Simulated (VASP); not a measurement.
# TiGe6Mo2 (I4/mmm) in VASP: further runs

TiGe6Mo2 is run at these levels: PBE; tasks: single point.

Everything below comes from runs of VASP 6.6.1. Logs are shortened: lines on timing, memory, paths and dates and some standing lists are left out, and cuts for length are marked.

### 1 The cell of the first run

It takes space group I4/mmm (No. 139, tetragonal). The conventional cell has a = 3.340 Å, b = 3.340 Å, c = 25.244 Å, α = 90.00°, β = 90.00°, γ = 90.00°. Within 3.6 Å of Ti (site symmetry 4/mmm) lie 10 Ge at 2.75 to 2.86 Å and 4 Ti at 3.34 Å. Ge (site symmetry 4mm) has 4 Ti at 2.75 Å and 9 Ge at 2.78 to 3.34 Å and 1 Mo at 2.85 Å within 3.6 Å. Within 3.6 Å of Ge (site symmetry 4mm) lie 9 Ge at 2.70 to 3.34 Å and 5 Mo at 2.70 to 2.81 Å. Within 3.6 Å of Ge (site symmetry 4mm) lie 9 Ge at 2.70 to 3.34 Å and 4 Mo at 2.74 Å and 1 Ti at 2.86 Å. Within 3.6 Å of Mo (site symmetry 4mm) lie 10 Ge at 2.70 to 2.85 Å and 4 Mo at 3.34 Å.

### 2 Single point, PBE

INCAR

```
SYSTEM = TiGe6Mo2
  PREC = Accurate
  ENCUT = 520
  EDIFF = 1E-7
  ISMEAR = 0
  SIGMA = 0.1
  LREAL = .FALSE.
  LASPH = .TRUE.
  NELM = 60
  ALGO = Normal
  ISIF = 2
  LWAVE = .FALSE.
  LCHARG = .TRUE.
  GGA = PE
  LELF = .TRUE.
  LVHAR = .TRUE.
  NBANDS = 72
```

KPOINTS

```
Automatic mesh
0
G
  6 6 6
  0 0 0
```

POSCAR

```
TiGe6Mo2
1.0
   -1.6700344959      1.6700344959     12.6222082997
    1.6700344959     -1.6700344959     12.6222082997
    1.6700344959      1.6700344959    -12.6222082997
Ti Ge Mo
1 6 2
Direct
    0.5000000000      0.5000000000      0.0000000000
    0.0554491578      0.0554491578      0.0000000000
    0.7204191476      0.7204191476      0.0000000000
    0.3865734426      0.3865734426      0.0000000000
    0.9445508422      0.9445508422      0.0000000000
    0.6134265574      0.6134265574      0.0000000000
    0.2795808524      0.2795808524      0.0000000000
    0.8317820510      0.8317820510      0.0000000000
    0.1682179490      0.1682179490      0.0000000000
```

Potentials or basis: VASP PAW PBE potentials, release 64 (Ti_sv, Ge_d, Mo_sv).

Run with:

```
$ cat potpaw_PBE.64/Ti_sv/POTCAR potpaw_PBE.64/Ge_d/POTCAR potpaw_PBE.64/Mo_sv/POTCAR > POTCAR
$ mpirun -np 1 vasp_std > vasp.out
```

OUTCAR:

```text
SYSTEM = TiGe6Mo2
   PREC = Accurate
   ENCUT = 520
   EDIFF = 1E-7
   ISMEAR = 0
   LREAL = .FALSE.
   LASPH = .TRUE.
   NELM = 60
   ISIF = 2
   GGA = PE

 ion  position               nearest neighbor table
   1  0.500  0.500  0.000-   2 2.75   2 2.75   2 2.75   5 2.75   2 2.75   5 2.75   5 2.75   5 2.75
                             4 2.86   6 2.86
   2  0.055  0.055  0.000-   1 2.75   1 2.75   1 2.75   1 2.75   6 2.78   6 2.78   6 2.78   6 2.78
                             5 2.80   9 2.85
   3  0.720  0.720  0.000-   6 2.70   9 2.70   9 2.70   9 2.70   9 2.70   7 2.79   7 2.79   7 2.79
                             7 2.79   8 2.81
   4  0.387  0.387  0.000-   7 2.70   8 2.74   8 2.74   8 2.74   8 2.74   5 2.78   5 2.78   5 2.78
                             5 2.78   1 2.86
   5  0.945  0.945  0.000-   1 2.75   1 2.75   1 2.75   1 2.75   4 2.78   4 2.78   4 2.78   4 2.78
                             2 2.80   8 2.85
   6  0.613  0.613  0.000-   3 2.70   9 2.74   9 2.74   9 2.74   9 2.74   2 2.78   2 2.78   2 2.78
                             2 2.78   1 2.86
   7  0.280  0.280  0.000-   4 2.70   8 2.70   8 2.70   8 2.70   8 2.70   3 2.79   3 2.79   3 2.79
                             3 2.79   9 2.81
   8  0.832  0.832  0.000-   7 2.70   7 2.70   7 2.70   7 2.70   4 2.74   4 2.74   4 2.74   4 2.74
                             3 2.81   5 2.85
   9  0.168  0.168  0.000-   3 2.70   3 2.70   3 2.70   3 2.70   6 2.74   6 2.74   6 2.74   6 2.74
                             7 2.81   2 2.85

  LATTYP: Found a body centered tetragonal cell.
 ALAT       =     3.3400689918
 C/A-ratio  =     7.5580524418

  Lattice vectors:

 A1 = (  -1.6700344959,   1.6700344959,  12.6222082997)
 A2 = (   1.6700344959,  -1.6700344959,  12.6222082997)
 A3 = (   1.6700344959,   1.6700344959, -12.6222082997)

Analysis of symmetry for initial positions (statically):
=====================================================================
 Subroutine PRICEL returns:
 Original cell was already a primitive cell.

 Routine SETGRP: Setting up the symmetry group for a
 body centered tetragonal supercell.

 Subroutine GETGRP returns: Found 16 space group operations
 (whereof 16 operations were pure point group operations)
 out of a pool of 16 trial point group operations.

The static configuration has the point symmetry D_4h.

Analysis of symmetry for dynamics (positions and initial velocities):
=====================================================================
 Subroutine PRICEL returns:
 Original cell was already a primitive cell.

 Routine SETGRP: Setting up the symmetry group for a
 body centered tetragonal supercell.

 Subroutine GETGRP returns: Found 16 space group operations
 (whereof 16 operations were pure point group operations)
 out of a pool of 16 trial point group operations.

The dynamic configuration has the point symmetry D_4h.

 Subroutine INISYM returns: Found 16 space group operations
 (whereof 16 operations are pure point group operations),
 and found     1 'primitive' translations

----------------------------------------------------------------------------------------

                                     Primitive cell

  volume of cell :     140.8141

  direct lattice vectors                    reciprocal lattice vectors
    -1.670034496  1.670034496 12.622208300     0.000000000  0.299395013  0.039612720
     1.670034496 -1.670034496 12.622208300     0.299395013  0.000000000  0.039612720
     1.670034496  1.670034496-12.622208300     0.299395013  0.299395013  0.000000000

  length of vectors
    12.841268348 12.841268348 12.841268348     0.302004208  0.302004208  0.423408488

  position of ions in fractional coordinates (direct lattice)
     0.500000000  0.500000000  0.000000000
     0.055449158  0.055449158  0.000000000
     0.720419148  0.720419148  0.000000000
     0.386573443  0.386573443  0.000000000
     0.944550842  0.944550842  0.000000000
     0.613426557  0.613426557  0.000000000
     0.279580852  0.279580852  0.000000000
     0.831782051  0.831782051  0.000000000
     0.168217949  0.168217949  0.000000000

  ion indices of the primitive-cell ions
   primitive index   ion index
                 1           1
                 2           2
                 3           3
                 4           4
                 5           5
                 6           6
                 7           7
                 8           8
                 9           9

----------------------------------------------------------------------------------------

 KPOINTS: Automatic mesh

Automatic generation of k-mesh.
 Grid dimensions read from file:
 generate k-points for:    6    6    6

 Generating k-lattice:

  Cartesian coordinates                     Fractional coordinates (reciprocal lattice)
     0.000000000  0.049899169  0.006602120     0.166666667  0.000000000 -0.000000000
     0.049899169  0.000000000  0.006602120     0.000000000  0.166666667 -0.000000000
     0.049899169  0.049899169  0.000000000     0.000000000  0.000000000  0.166666667

  Length of vectors
     0.050334035  0.050334035  0.070568081

  Shift w.r.t. Gamma in fractional coordinates (k-lattice)
     0.000000000  0.000000000  0.000000000

 Subroutine IBZKPT returns following result:
 ===========================================

 Found     30 irreducible k-points:

 Following reciprocal coordinates:
            Coordinates               Weight
  0.000000  0.000000  0.000000      1.000000
  0.166667  0.000000  0.000000      8.000000
  0.333333 -0.000000  0.000000      8.000000
  0.500000  0.000000  0.000000      4.000000
  0.166667  0.166667  0.000000      8.000000
  0.333333  0.166667  0.000000     16.000000
[... 16 lines left out ...]
 -0.333333 -0.333333  0.166667      8.000000
 -0.166667 -0.333333  0.166667      8.000000
 [... further k-points ...]
   k-points           NKPTS =     30   k-points in BZ     NKDIM =     30   number of bands    NBANDS=     72
   number of dos      NEDOS =    301   number of ions     NIONS =      9
   total plane-waves  NPLWV = 884736
   dimension x,y,z NGX =    96 NGY =   96 NGZ =   96
   dimension x,y,z NGXF=   192 NGYF=  192 NGZF=  192
   ions per type =               1   6   2
   NGX,Y,Z   is equivalent  to a cutoff of  12.43, 12.43, 12.43 a.u.
   NGXF,Y,Z  is equivalent  to a cutoff of  24.86, 24.86, 24.86 a.u.
 SYSTEM =  TiGe6Mo2
   PREC   = accura    normal or accurate (medium, high low for compatibility)
   ISTART =      0    job   : 0-new  1-cont  2-samecut
   ICHARG =      2    charge: 1-file 2-atom 10-const
   ISPIN  =      1    spin polarized calculation?
   LNONCOLLINEAR =      F non collinear calculations
   LSORBIT =      F    spin-orbit coupling
   LASPH  =      T    aspherical Exc in radial PAW
   ENCUT  =  520.0 eV  38.22 Ry    6.18 a.u.  23.88 23.88 23.88*2*pi/ulx,y,z
   NELM   =     60;   NELMIN=  2; NELMDL= -5     # of ELM steps
   EDIFF  = 0.1E-06   stopping-criterion for ELM
   LREAL  =      F    real-space projection
   EDIFFG = 0.1E-05   stopping-criterion for IOM
   NSW    =      0    number of steps for IOM
   IBRION =     -1    ionic relax: 0-MD 1-quasi-New 2-CG
   NFREE  =      0    steps in history (QN), initial steepest desc. (CG)
   ISIF   =      2    stress and relaxation
   ISYM   =      2    0-nonsym 1-usesym 2-fastsym
   POTIM  = 0.5000    time-step for ionic-motion
   TEBEG  =    0.0;   TEEND  =   0.0 temperature during run
   PSTRESS=    0.0 pullay stress
   NELECT =     124.0000    total number of electrons
   NUPDOWN=      -1.0000    fix difference up-down
   EMIN   =  10.00;   EMAX   =-10.00  energy-range for DOS
   EFERMI =   0.00;   METHOD = LEGACY
   ISMEAR =     0;   SIGMA  =   0.10  broadening in eV -4-tet -1-fermi 0-gaus
   EFERMI_NEDOS =   21; number of points for ismear=-14 and -15
   IALGO  =     38    algorithm
   IMIX   =      4    mixing-type and parameters
     AMIX     =   0.40;   BMIX     =  1.00
     AMIX_MAG =   1.60;   BMIX_MAG =  1.00
  volume/ion in A,a.u.               =      15.65       105.58
  Fermi-wavevector in a.u.,A,eV,Ry     =   1.569158  2.965279 33.501035  2.462257
  Thomas-Fermi vector in A             =   2.671082
   LORBIT       =      0    0 simple, 1 ext, 2 COOP (PROOUT), +10 PAW based schemes
   GGA     = PE    functional components
   LHFCALC =     F    Hartree Fock is set to
   AEXX    =    0.0000 exact exchange contribution
   IVDW    =     0    specifies the selected vdW correction
   LEPSILON=     F    determine dielectric tensor
   LRPA    =     F    only Hartree local field effects (RPA)
 non-spin polarized calculation
 Gauss-broadening in eV      SIGMA  =   0.10
  energy-cutoff  :      520.00
  volume of cell :      140.81
 maximum number of plane-waves:      3827
   NGX = 47   NGY = 47   NGZ = 47

 number of electron     123.9999985 magnetization

 Free energy of the ion-electron system (eV)
  ---------------------------------------------------
  ext. energy  EPLUGINS =         0.00000000
  ---------------------------------------------------
  free energy    TOTEN  =       -58.55078404 eV

  energy without entropy =      -58.53460989  energy(sigma->0) =      -58.54269697

 E-fermi :   9.3400     XC(G=0): -12.4923

 val. band max:        9.3329616376   @ k =   0.5000   0.1667   0.0000
 cond. band min:       9.3506989625   @ k =  -0.1667   0.3333   0.1667
 fundamental gap:      0.0177373249
 Fermi energy:         9.3400090942

 k-point     1 :       0.0000    0.0000    0.0000
  band No.  band energies     occupation
      1     -51.3634      2.00000
      2     -51.3633      2.00000
      3     -47.1752      2.00000
      4     -25.4929      2.00000
      5     -25.4881      2.00000
      6     -25.4167      2.00000
[... 64 lines left out ...]
     71      12.8729      0.00000
     72      13.3342      0.00000

 k-point     2 :       0.1667    0.0000    0.0000
  band No.  band energies     occupation
      1     -51.3609      2.00000
      2     -51.3608      2.00000
      3     -47.1732      2.00000
      4     -25.4879      2.00000
      5     -25.4837      2.00000
      6     -25.4561      2.00000
[... 64 lines left out ...]
     71      12.1660      0.00000
     72      13.0312      0.00000

 k-point     3 :       0.3333   -0.0000    0.0000
  band No.  band energies     occupation
      1     -51.3560      2.00000
      2     -51.3559      2.00000
      3     -47.1693      2.00000
      4     -25.5343      2.00000
      5     -25.5342      2.00000
      6     -25.4775      2.00000
[... 1564 lines left out ...]
     71      12.7261      0.00000
     72      13.6101      0.00000

 k-point    24 :      -0.1667   -0.3333    0.1667
  band No.  band energies     occupation
      1     -51.3609      2.00000
      2     -51.3608      2.00000
      3     -47.1732      2.00000
      4     -25.4879      2.00000
      5     -25.4837      2.00000
      6     -25.4561      2.00000
[... 64 lines left out ...]
     71      12.7426      0.00000
     72      13.2911      0.00000

 [... further k-points ...]

------------------------ aborting loop because EDIFF is reached ----------------------------------------

  FORCE on cell =-STRESS in cart. coord.  units (eV):
  Direction    XX          YY          ZZ          XY          YZ          ZX
  --------------------------------------------------------------------------------------
  -------------------------------------------------------------------------------------
  Total        0.0883459      0.0883459      0.2453410      0.0000000     -0.0000000      0.0000000
  in kB        1.0051959      1.0051959      2.7914800      0.0000000     -0.0000000      0.0000000
  external PRESSURE =       1.6006240 kB  Pullay stress =       0.0000000 kB

 VOLUME and BASIS-vectors are now :
 -----------------------------------------------------------------------------
  energy-cutoff  :      520.00
  volume of cell :      140.81
      direct lattice vectors                 reciprocal lattice vectors
    -1.670034496  1.670034496 12.622208300     0.000000000  0.299395013  0.039612720
     1.670034496 -1.670034496 12.622208300     0.299395013  0.000000000  0.039612720
     1.670034496  1.670034496-12.622208300     0.299395013  0.299395013  0.000000000

 POSITION                                       TOTAL-FORCE (eV/Angst)
 -----------------------------------------------------------------------------------
      0.00000      0.00000     12.62221         0.000000      0.000000      0.000000
      0.00000      0.00000      1.39978        -0.000000     -0.000000      0.006532
      0.00000      0.00000     18.18656        -0.000000     -0.000000      0.017877
      0.00000      0.00000      9.75882         0.000000      0.000000      0.017806
      0.00000      0.00000     23.84463         0.000000      0.000000     -0.006532
      0.00000      0.00000     15.48560         0.000000      0.000000     -0.017806
      0.00000      0.00000      7.05786        -0.000000     -0.000000     -0.017877
      0.00000      0.00000     20.99785         0.000000      0.000000      0.011433
      0.00000      0.00000      4.24656         0.000000      0.000000     -0.011433
 -----------------------------------------------------------------------------------
    total drift:                               -0.000000      0.000000      0.000000

  FREE ENERGIE OF THE ION-ELECTRON SYSTEM (eV)
  ---------------------------------------------------
  free  energy   TOTEN  =       -58.5507840413 eV

  energy  without entropy=      -58.5346098896  energy(sigma->0) =      -58.54269697
```

Run time: 60 min. Hardware: 1 thread of Intel Xeon 6975P-C (Granite Rapids), shared host; peak memory 1.7 GiB.

What came out:

- Free energy: -58.5508 eV
- Pressure: 0.2 GPa
- Largest force: 0.018 eV/Å
- Band gap on the k mesh: zero (bands 62 and 63 overlap by 1.72 eV)

Forces on the atoms (eV/Å):
```
Ti   0.000  0.000  0.000
Ge   0.000  0.000  0.007
Ge   0.000  0.000  0.018
Ge   0.000  0.000  0.018
Ge   0.000  0.000 -0.007
Ge   0.000  0.000 -0.018
Ge   0.000  0.000 -0.018
Mo   0.000  0.000  0.011
Mo   0.000  0.000 -0.011
```

### 3 Single point, PBE

This run uses another cell than the first one, of 18.44 Å³/atom.

INCAR

```
PREC = Accurate
ENCUT = 520
EDIFF = 1E-7
ISMEAR = 0
SIGMA = 0.1
LREAL = F
LASPH = T
NELM = 80
ALGO = Normal
ISIF = 2
LWAVE = F
LCHARG = F
GGA = PE
NBANDS = 72
```

KPOINTS

```
Automatic mesh
0
Gamma
  6 6 6
```

POSCAR

```
TiGe6Mo2
1.0
   -1.7767414700      1.7767414700     13.1423811300
    1.7767414700     -1.7767414700     13.1423811300
    1.7767414700      1.7767414700    -13.1423811300
Ti Ge Mo
1 6 2
Direct
    0.5000000000      0.5000000000      0.0000000000
    0.0538914200      0.0538914200      0.0000000000
    0.7205580900      0.7205580900      0.0000000000
    0.3872247500      0.3872247500      0.0000000000
    0.9461085800      0.9461085800      0.0000000000
    0.6127752500      0.6127752500      0.0000000000
    0.2794419100      0.2794419100      0.0000000000
    0.8333333300      0.8333333300      0.0000000000
    0.1666666700      0.1666666700      0.0000000000
```

Potentials or basis: VASP PAW PBE potentials, release 64 (Ti_sv, Ge_d, Mo_sv).

Run with:

```
$ cat potpaw_PBE.64/Ti_sv/POTCAR potpaw_PBE.64/Ge_d/POTCAR potpaw_PBE.64/Mo_sv/POTCAR > POTCAR
$ mpirun -np 1 vasp_std > vasp.out
```

OUTCAR:

```text
PREC = Accurate
   ENCUT = 520
   EDIFF = 1E-7
   ISMEAR = 0
   LREAL = F
   LASPH = T
   NELM = 80
   ISIF = 2
   GGA = PE

 ion  position               nearest neighbor table
   1  0.500  0.500  0.000-   2 2.88   2 2.88   2 2.88   5 2.88   2 2.88   5 2.88   5 2.88   5 2.88

   2  0.054  0.054  0.000-   5 2.83   1 2.88   1 2.88   1 2.88   1 2.88   9 2.96
   3  0.721  0.721  0.000-   6 2.83   9 2.88   9 2.88   9 2.88   9 2.88   8 2.96
   4  0.387  0.387  0.000-   7 2.83   8 2.88   8 2.88   8 2.88   8 2.88
   5  0.946  0.946  0.000-   2 2.83   1 2.88   1 2.88   1 2.88   1 2.88   8 2.96
   6  0.613  0.613  0.000-   3 2.83   9 2.88   9 2.88   9 2.88   9 2.88
[... 2021 lines left out ...]
  external PRESSURE =    -160.5674161 kB  Pullay stress =       0.0000000 kB

 VOLUME and BASIS-vectors are now :
 -----------------------------------------------------------------------------
  energy-cutoff  :      520.00
  volume of cell :      165.95
      direct lattice vectors                 reciprocal lattice vectors
    -1.776741470  1.776741470 13.142381130     0.000000000  0.281414043  0.038044856
     1.776741470 -1.776741470 13.142381130     0.281414043  0.000000000  0.038044856
     1.776741470  1.776741470-13.142381130     0.281414043  0.281414043  0.000000000

 POSITION                                       TOTAL-FORCE (eV/Angst)
 -----------------------------------------------------------------------------------
      0.00000      0.00000     13.14238         0.000000      0.000000     -0.000000
      0.00000      0.00000      1.41652        -0.000000     -0.000000      0.125884
      0.00000      0.00000     18.93970        -0.000000     -0.000000     -0.473270
      0.00000      0.00000     10.17811         0.000000      0.000000     -0.362066
      0.00000      0.00000     24.86824         0.000000      0.000000     -0.125884
      0.00000      0.00000     16.10665        -0.000000     -0.000000      0.362066
      0.00000      0.00000      7.34506        -0.000000     -0.000000      0.473270
      0.00000      0.00000     21.90397         0.000000      0.000000     -0.325157
      0.00000      0.00000      4.38079        -0.000000     -0.000000      0.325157
 -----------------------------------------------------------------------------------
    total drift:                               -0.000000      0.000000      0.000000

  FREE ENERGIE OF THE ION-ELECTRON SYSTEM (eV)
  ---------------------------------------------------
  free  energy   TOTEN  =       -57.0466242120 eV

  energy  without entropy=      -57.0274894378  energy(sigma->0) =      -57.03705682
```

stdout:

```text
POSCAR found type information on POSCAR TiGeMo
 POSCAR found :  3 types and       9 ions
 scaLAPACK will be used
 LDA part: xc-table for (Slater+PW92), standard interpolation
 POSCAR, INCAR and KPOINTS ok, starting setup
 FFT: planning ... GRIDC
 FFT: planning ... GRID_SOFT
 FFT: planning ... GRID
 WAVECAR not read
 entering main loop
```

It took 72 min on 1 thread of Intel Xeon 6975P-C (Granite Rapids), shared host; peak memory 1.8 GiB.

What came out:

* Free energy: -57.0466 eV
* Pressure: -16.1 GPa
* Largest force: 0.473 eV/Å
* Band gap on the k mesh: zero (bands 62 and 63 overlap by 1.30 eV)

Forces in eV/Å, atoms in the order of the input:
```
Ti   0.000  0.000  0.000
Ge   0.000  0.000  0.126
Ge   0.000  0.000 -0.473
Ge   0.000  0.000 -0.362
Ge   0.000  0.000 -0.126
Ge   0.000  0.000  0.362
Ge   0.000  0.000  0.473
Mo   0.000  0.000 -0.325
Mo   0.000  0.000  0.325
```

Levels at points of the mesh, in eV from the Fermi level:
```csv
k point,band 59,band 60,band 61,band 62,band 63,band 64,band 65,band 66
"(0.00, 0.00, 0.00)",-0.28,-0.22,0.47,0.48,0.49,0.55,1.01,1.01
"(0.50, 0.00, 0.00)",-0.61,-0.40,0.02,0.15,1.13,1.46,1.51,1.77
"(0.50, 0.50, 0.00)",-1.51,-0.99,-0.88,-0.68,-0.61,0.29,0.68,1.53
"(0.50, 0.50, 0.50)",0.04,0.04,0.35,0.35,0.47,0.48,0.91,1.11
```

Caveat: the cell stands under tension.

The gap in the log of VASP goes by the Fermi energy; the results here count the filled bands.